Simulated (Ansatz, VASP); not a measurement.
Cu3O2 in VASP and in Ansatz

```
Cu O
1.0
    -1.93545    1.93545    3.58849
     1.93545   -1.93545    3.58849
     1.93545    1.93545   -3.58849
Cu O
3 2
Cartesian
  1.9354 0.0000 1.7942
  0.0000 1.9354 1.7942
  0.0000 0.0000 0.0000
  1.9354 0.0000 0.0000
  0.0000 1.9354 0.0000
```

Alike in both runs: task single point; functional LDA; k mesh 14 × 14 × 14; occupations gaussian, width 0.15 eV; no spin polarisation.

```csv
,VASP,Ansatz
version,VASP 6.6.1,Ansatz 0.2.0
potentials or method,"VASP PAW LDA potentials, release 64 (Cu, O), cutoff 520 eV","scalar-relativistic, plane waves, PAW"
valence electrons in the cell,45,69
```

|  | VASP | Ansatz | Ansatz less VASP |
| --- | --- | --- | --- |
| gap on the k mesh at the Fermi level (eV) | none | none | - |
| pressure (GPa) | 4.1 | 2.6 | -1.44 |
| traceless stress, the component that is largest in VASP (GPa) | 0.78 | -0.61 | -1.393 |

Ansatz warns that its potentials were made for another functional, while VASP's fit it. LDA's correlation is that of Perdew and Zunger in VASP and of Perdew and Wang (1992) in Ansatz. A gap of «none» marks a metal or a gap that the smearing closes. VASP's potentials hold 45 valence electrons a cell and Ansatz's 69, so a difference there can come from the potentials and not from the codes.
